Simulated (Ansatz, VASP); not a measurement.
This is a calculation of SbW2 for VASP 6.6.1.

Contents of INCAR:

```
SYSTEM = SbW2
  PREC = Accurate
  ENCUT = 600
  EDIFF = 1E-6
  ISMEAR = -1
  SIGMA = 0.05
  LREAL = .False.
  LASPH = .True.
  NELM = 100
  ALGO = Fast
  ISIF = 3
  LWAVE = .False.
  LCHARG = .False.
  GGA = RE
  IBRION = 2
  NSW = 60
  EDIFFG = -0.02
```

Contents of KPOINTS:

```
regular mesh
0
Gamma
  7 7 7
  0 0 0
```

Contents of POSCAR:

```
SbW2
1.0
    0.0000000000      3.1330100000      3.1330100000
    3.1330100000      0.0000000000      3.1330100000
    3.1330100000      3.1330100000      0.0000000000
Sb W
1 2
Direct
    0.5000000000      0.5000000000      0.5000000000
    0.2500000000      0.2500000000      0.2500000000
    0.7500000000      0.7500000000      0.7500000000
```

Potentials or basis: VASP PAW PBE potentials, release 64 (Sb, W_sv).

Command:

```bash
$ cat potpaw_PBE.64/Sb/POTCAR potpaw_PBE.64/W_sv/POTCAR > POTCAR
$ mpirun -np 1 vasp_std > vasp.out
```

Set up the same calculation for Ansatz 0.2.0. Potentials there: Ansatz PAW.

As run (the cutoff follows the program's own potentials):

File input.yaml:

```yaml
crystal:
  lattice:
    - [0.0, 3.13301, 3.13301]
    - [3.13301, 0.0, 3.13301]
    - [3.13301, 3.13301, 0.0]
  atoms:
    - { symbol: Sb, position: [0.5, 0.5, 0.5] }
    - { symbol: W, position: [0.25, 0.25, 0.25] }
    - { symbol: W, position: [0.75, 0.75, 0.75] }
hamiltonian:
  xc: revpbe
  pseudopotentials: { kind: paw }
kpoints:
  mp_grid: { grid: [7, 7, 7] }
scf:
  occupations: { method: fermi_dirac, width: 0.05 }
output:
  forces: true
  stress: true
  eigenvalues: true
relax:
  f_tol: 0.01
  max_steps: 40
  cell: { stress_tol: 0.05 }
```

Potentials or basis: Ansatz PAW.

Command:

```console
$ ansatz run input.yaml --threads 2 --pin off --max-ram 5632MiB --backend cpu --events-out ev --progress --plain --runs-dir out
```

Both were run:

|  | VASP | Ansatz | Ansatz less VASP |
| --- | --- | --- | --- |
| gap on the k mesh at the Fermi level, each at its own relaxed structure (eV) | none | none | - |
| relaxed volume (Å³/atom) | 20.74 | 20.73 | -0.017 |
| relaxed cell length with the largest relative difference (Å) | 4.448 | 4.447 | -0.0012 |

VASP's potentials were made for PBE, not for revPBE. A gap of «none» marks a metal or a gap that the smearing closes. VASP's potentials hold 33 valence electrons a cell and Ansatz's 43, so a difference there can come from the potentials and not from the codes.

Spin-orbit coupling is off throughout. Noted on VASP's run: too few bands were computed for a metal, which touches its energy and stress. Noted on Ansatz's run: the plane-wave basis is chosen anew once the cell has moved, so the energies of steps on either side of that aren't comparable.
